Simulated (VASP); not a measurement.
Input of a VASP 6.6.1 run:

Contents of INCAR:

```
AGGAC = 1.0
AGGAX = 1.0
ALDAC = 0.0
ALDAX = 1.0
ALGO = Normal
EDIFF = 1E-6
ENCUT = 520
GGA = B5
ISIF = 2
ISMEAR = -1
LASPH = T
LCHARG = T
LELF = T
LREAL = F
LVHAR = T
LWAVE = F
NBANDS = 13
NELM = 80
PREC = Accurate
SIGMA = 0.1
```

KPOINTS

```
k-points
0
Gamma
  12 12 12
```

Contents of POSCAR:

```
Sn
1.0
    0.0000000000      2.3860010339      2.3860010339
    2.3860010339      0.0000000000      2.3860010339
    2.3860010339      2.3860010339      0.0000000000
Sn
1
Direct
    0.0000000000      0.0000000000      0.0000000000
```

Potentials or basis: VASP PAW PBE potentials, release 64 (Sn_d).

Run with:

```console
$ cat potpaw_PBE.64/Sn_d/POTCAR > POTCAR
$ mpirun -np 1 vasp_std > vasp.out
```

What does it give for the pressure?

6.1 GPa.

What does it give for the band gap on the k mesh?

Zero (band 7 reaches 16.11 eV, above the bottom of band 8 at 6.73 eV).

Caveat: the PAW data sets were made with another functional, which shifts forces and pressure a little; spin-orbit coupling is left out, which moves the levels of the heavy elements.
